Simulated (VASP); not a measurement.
# Hf (P6_3/mmc) in VASP: relaxation of cell and atoms with PBE

Aim: the relaxation of cell and atoms of Hf with PBE.

Program: VASP 6.6.1. These are calculated values, not measurements. Logs are shortened: lines on timing, memory, paths and dates and some standing lists are left out, and cuts for length are marked.

### 1 The cell of the first run

It takes space group P6_3/mmc (No. 194, hexagonal). The conventional cell has a = 3.200 Å, b = 3.200 Å, c = 5.062 Å, α = 90.00°, β = 90.00°, γ = 120.00°. Within 4.1 Å of Hf (site symmetry -6m2) lie 12 Hf at 3.13 to 3.20 Å.

### 2 Relaxation of cell and atoms, PBE

The input, INCAR:

```
PREC = Accurate
ENCUT = 600
EDIFF = 1E-6
ISMEAR = 0
SIGMA = 0.1
LREAL = False
LASPH = True
NELM = 80
ALGO = Normal
ISIF = 3
LWAVE = False
LCHARG = False
GGA = PE
IBRION = 2
NSW = 100
EDIFFG = -0.005
```

The input, KPOINTS:

```
regular mesh
0
Gamma
  15 15 8
```

The input, POSCAR:

```
Hf
1.0
    3.2000007099      0.0000000000      0.0000000000
   -1.6000003549      2.7712819069      0.0000000000
    0.0000000000      0.0000000000      5.0624011231
Hf
2
Direct
    0.3333333333      0.6666666667      0.7500000000
    0.6666666667      0.3333333333      0.2500000000
```

Potentials or basis: VASP PAW PBE potentials, release 64 (Hf_pv).

The run is started by

```
$ cat potpaw_PBE.64/Hf_pv/POTCAR > POTCAR
$ mpirun -np 1 vasp_std > vasp.out
```

OUTCAR:

```text
PREC = Accurate
   ENCUT = 600
   EDIFF = 1E-6
   ISMEAR = 0
   LREAL = False
   LASPH = True
   NELM = 80
   ISIF = 3
   GGA = PE
   IBRION = 2
   NSW = 100
   EDIFFG = -0.005

 ion  position               nearest neighbor table
   1  0.333  0.667  0.750-   2 3.13   2 3.13   2 3.13   2 3.13   2 3.13   2 3.13
   2  0.667  0.333  0.250-   1 3.13   1 3.13   1 3.13   1 3.13   1 3.13   1 3.13

  LATTYP: Found a hexagonal cell.
 ALAT       =     3.2000007099
 C/A-ratio  =     1.5820000000

  Lattice vectors:

 A1 = (   3.2000007099,   0.0000000000,   0.0000000000)
 A2 = (  -1.6000003549,   2.7712819069,   0.0000000000)
 A3 = (   0.0000000000,   0.0000000000,   5.0624011231)

Analysis of symmetry for initial positions (statically):
=====================================================================
 Subroutine PRICEL returns:
 Original cell was already a primitive cell.

 Routine SETGRP: Setting up the symmetry group for a
 hexagonal supercell.

 Subroutine GETGRP returns: Found 24 space group operations
 (whereof 12 operations were pure point group operations)
 out of a pool of 24 trial point group operations.

The static configuration has the point symmetry D_3d.
 The point group associated with its full space group is D_6h.

Analysis of symmetry for dynamics (positions and initial velocities):
=====================================================================
 Subroutine PRICEL returns:
 Original cell was already a primitive cell.

 Routine SETGRP: Setting up the symmetry group for a
 hexagonal supercell.

 Subroutine GETGRP returns: Found 24 space group operations
 (whereof 12 operations were pure point group operations)
 out of a pool of 24 trial point group operations.

The dynamic configuration has the point symmetry D_3d.
 The point group associated with its full space group is D_6h.

 Subroutine INISYM returns: Found 24 space group operations
 (whereof 12 operations are pure point group operations),
 and found     1 'primitive' translations

----------------------------------------------------------------------------------------

                                     Primitive cell

  volume of cell :      44.8939

  direct lattice vectors                    reciprocal lattice vectors
     3.200000710  0.000000000  0.000000000     0.312499931  0.180421919  0.000000000
    -1.600000355  2.771281907  0.000000000     0.000000000  0.360843838  0.000000000
     0.000000000  0.000000000  5.062401123     0.000000000  0.000000000  0.197534722

  length of vectors
     3.200000710  3.200000710  5.062401123     0.360843838  0.360843838  0.197534722

  position of ions in fractional coordinates (direct lattice)
     0.333333333  0.666666667  0.750000000
     0.666666667  0.333333333  0.250000000

  ion indices of the primitive-cell ions
   primitive index   ion index
                 1           1
                 2           2

----------------------------------------------------------------------------------------

 KPOINTS: regular mesh

Automatic generation of k-mesh.
 Grid dimensions read from file:
 generate k-points for:   15   15    8

 Generating k-lattice:

  Cartesian coordinates                     Fractional coordinates (reciprocal lattice)
     0.020833329  0.012028128  0.000000000     0.066666667  0.000000000  0.000000000
     0.000000000  0.024056256  0.000000000     0.000000000  0.066666667  0.000000000
     0.000000000  0.000000000  0.024691840     0.000000000  0.000000000  0.125000000

  Length of vectors
[... 65 lines left out ...]
   PSTRESS=    0.0 pullay stress
   NELECT =      20.0000    total number of electrons
   NUPDOWN=      -1.0000    fix difference up-down
   EMIN   =  10.00;   EMAX   =-10.00  energy-range for DOS
   EFERMI =   0.00;   METHOD = LEGACY
   ISMEAR =     0;   SIGMA  =   0.10  broadening in eV -4-tet -1-fermi 0-gaus
   EFERMI_NEDOS =   21; number of points for ismear=-14 and -15
   IALGO  =     38    algorithm
   IMIX   =      4    mixing-type and parameters
     AMIX     =   0.40;   BMIX     =  1.00
     AMIX_MAG =   1.60;   BMIX_MAG =  1.00
  volume/ion in A,a.u.               =      22.45       151.48
  Fermi-wavevector in a.u.,A,eV,Ry     =   1.250323  2.362769 21.270107  1.563309
  Thomas-Fermi vector in A             =   2.384323
   LORBIT       =      0    0 simple, 1 ext, 2 COOP (PROOUT), +10 PAW based schemes
   GGA     = PE    functional components
   LHFCALC =     F    Hartree Fock is set to
   AEXX    =    0.0000 exact exchange contribution
   IVDW    =     0    specifies the selected vdW correction
   LEPSILON=     F    determine dielectric tensor
   LRPA    =     F    only Hartree local field effects (RPA)
 conjugate gradient relaxation of ions
 non-spin polarized calculation
 Gauss-broadening in eV      SIGMA  =   0.10
  energy-cutoff  :      600.00
  volume of cell :       44.89
 maximum number of plane-waves:      1522
 NGX is ok and might be reduce to    28
   NGX = 13   NGY = 13   NGZ = 21

--------------------------------------- Ionic step        1  -------------------------------------------

 number of electron      20.0000001 magnetization

 Free energy of the ion-electron system (eV)
  ---------------------------------------------------
  ext. energy  EPLUGINS =         0.00000000
  ---------------------------------------------------
  free energy    TOTEN  =       -19.85449085 eV

  energy without entropy =      -19.84727851  energy(sigma->0) =      -19.85088468

------------------------ aborting loop because EDIFF is reached ----------------------------------------

  FORCE on cell =-STRESS in cart. coord.  units (eV):
  Direction    XX          YY          ZZ          XY          YZ          ZX
  --------------------------------------------------------------------------------------
  -------------------------------------------------------------------------------------
  Total        0.0137291      0.0137291     -0.0310941      0.0000000     -0.0000000      0.0000000
  in kB        0.4899666      0.4899666     -1.1096872      0.0000000     -0.0000000      0.0000000
  external PRESSURE =      -0.0432513 kB  Pullay stress =       0.0000000 kB

 VOLUME and BASIS-vectors are now :
 -----------------------------------------------------------------------------
  energy-cutoff  :      600.00
  volume of cell :       44.89
      direct lattice vectors                 reciprocal lattice vectors
     3.200000710  0.000000000  0.000000000     0.312499931  0.180421919  0.000000000
    -1.600000355  2.771281907  0.000000000     0.000000000  0.360843838  0.000000000
     0.000000000  0.000000000  5.062401123     0.000000000  0.000000000  0.197534722

 POSITION                                       TOTAL-FORCE (eV/Angst)
 -----------------------------------------------------------------------------------
     -0.00000      1.84752      3.79680        -0.000000      0.000000      0.000000
      1.60000      0.92376      1.26560         0.000000     -0.000000      0.000000
 -----------------------------------------------------------------------------------
    total drift:                               -0.000000      0.000000     -0.000000

  FREE ENERGIE OF THE ION-ELECTRON SYSTEM (eV)
  ---------------------------------------------------
  free  energy   TOTEN  =       -19.8544908459 eV

  energy  without entropy=      -19.8472785100  energy(sigma->0) =      -19.85088468

--------------------------------------- Ionic step        2  -------------------------------------------

 number of electron      20.0000001 magnetization

 Free energy of the ion-electron system (eV)
  ---------------------------------------------------
  ext. energy  EPLUGINS =         0.00000000
  ---------------------------------------------------
  free energy    TOTEN  =       -19.85450969 eV

  energy without entropy =      -19.84730630  energy(sigma->0) =      -19.85090800

 E-fermi :   4.9049     XC(G=0): -11.2683

 val. band max:        4.8912838138   @ k =   0.1333  -0.0000   0.0000
 cond. band min:       4.9237725952   @ k =   0.1333   0.0667   0.2500
 fundamental gap:      0.0324887814
 Fermi energy:         4.9048871482

 k-point     1 :       0.0000    0.0000    0.0000
  band No.  band energies     occupation
      1     -26.1855      2.00000
      2     -25.4475      2.00000
      3     -25.4475      2.00000
      4     -25.3261      2.00000
      5     -25.3203      2.00000
      6     -25.3203      2.00000
      7      -2.4742      2.00000
      8       1.2005      2.00000
      9       5.5349      0.00000
     10       6.0738      0.00000
     11       6.0738      0.00000
     12       6.3621      0.00000
     13       6.8945      0.00000
     14       6.8945      0.00000
[... 377 lines left out ...]
      1     -25.9506      2.00000
      2     -25.8086      2.00000
      3     -25.7650      2.00000
      4     -25.7187      2.00000
      5     -25.5921      2.00000
      6     -25.5345      2.00000
      7       2.3155      2.00000
      8       2.7570      2.00000
      9       2.9388      2.00000
     10       3.6602      2.00000
     11       5.2933      0.00000
     12       5.5428      0.00000
     13       6.7532      0.00000
     14       9.9493      0.00000

 [... further k-points ...]

------------------------ aborting loop because EDIFF is reached ----------------------------------------

  FORCE on cell =-STRESS in cart. coord.  units (eV):
  Direction    XX          YY          ZZ          XY          YZ          ZX
  --------------------------------------------------------------------------------------
  -------------------------------------------------------------------------------------
  Total        0.0049788      0.0049788     -0.0030313      0.0000000      0.0000000     -0.0000000
  in kB        0.1777012      0.1777012     -0.1081913      0.0000000      0.0000000     -0.0000000
  external PRESSURE =       0.0824037 kB  Pullay stress =       0.0000000 kB

 VOLUME and BASIS-vectors are now :
 -----------------------------------------------------------------------------
  energy-cutoff  :      600.00
  volume of cell :       44.89
      direct lattice vectors                 reciprocal lattice vectors
     3.201060438  0.000000000  0.000000000     0.312396476  0.180362189  0.000000000
    -1.600530219  2.772199658 -0.000000000    -0.000000000  0.360724379  0.000000000
     0.000000000 -0.000000000  5.058604171    -0.000000000  0.000000000  0.197682990

 POSITION                                       TOTAL-FORCE (eV/Angst)
 -----------------------------------------------------------------------------------
     -0.00000      1.84813      3.79395        -0.000000      0.000000      0.000000
      1.60053      0.92407      1.26465         0.000000     -0.000000      0.000000
 -----------------------------------------------------------------------------------
    total drift:                               -0.000000      0.000000     -0.000000

  FREE ENERGIE OF THE ION-ELECTRON SYSTEM (eV)
  ---------------------------------------------------
  free  energy   TOTEN  =       -19.8545096901 eV

  energy  without entropy=      -19.8473063013  energy(sigma->0) =      -19.85090800

 reached required accuracy - stopping structural energy minimisation
```

Wall time 77 s (1 thread of Intel Xeon Platinum 8488C (Sapphire Rapids), shared host); peak memory 0.25 GiB.

What came out:

* Free energy: -19.8545 eV
* Energy gained by relaxing: 0.0 meV/atom
* Ionic steps: 2
* Pressure after relaxing: 0.0 GPa
* Band gap on the k mesh: zero (band 10 reaches 6.07 eV, above the bottom of band 11 at 4.46 eV)

Final structure:
```
Hf
1.0
     3.20106    0.00000    0.00000
    -1.60053    2.77220    0.00000
     0.00000    0.00000    5.05860
Hf
2
Direct
  0.33333 0.66667 0.75000
  0.66667 0.33333 0.25000
```

Caveat: spin-orbit coupling is left out, which moves the levels of the heavy elements.
